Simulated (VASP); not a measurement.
**Zr: single point with revPBE**

Zr:

```
CELL_PARAMETERS angstrom
0.00000 2.27800 2.27800
2.27800 0.00000 2.27800
2.27800 2.27800 0.00000
ATOMIC_POSITIONS crystal
Zr 0.00000 0.00000 0.00000
```

| Quantity | Value |
| --- | --- |
| Program | VASP 6.6.1 |
| Task | single point |
| Functional | revPBE |
| Potentials or basis | VASP PAW PBE potentials, release 64 (Zr_sv) |
| Cutoff | 520 eV |
| k mesh | 13 × 13 × 13 |
| Occupations | fermi-dirac, width 0.1 eV |
| Spin | no spin polarisation |

```json
{
 "Pressure": "0.2 GPa",
 "Band gap on the k mesh": "zero (band 6 reaches 9.76 eV, above the bottom of band 7 at 8.22 eV)"
}
```

Levels at points of the mesh, in eV from the Fermi level:
| k point | band 2 | band 3 | band 4 | band 5 | band 6 | band 7 | band 8 | band 9 | band 10 | band 11 |
| --- | --- | --- | --- | --- | --- | --- | --- | --- | --- | --- |
| (0.00, 0.00, 0.00) | -26.29 | -26.29 | -26.29 | -5.51 | 0.99 | 0.99 | 0.99 | 3.35 | 3.35 | 10.45 |

Wall time 46 s on 1 thread of AMD EPYC 7R13, on a shared host, peak memory 0.12 GiB.

Caveat: the PAW data sets were made with another functional, which shifts forces and pressure a little.
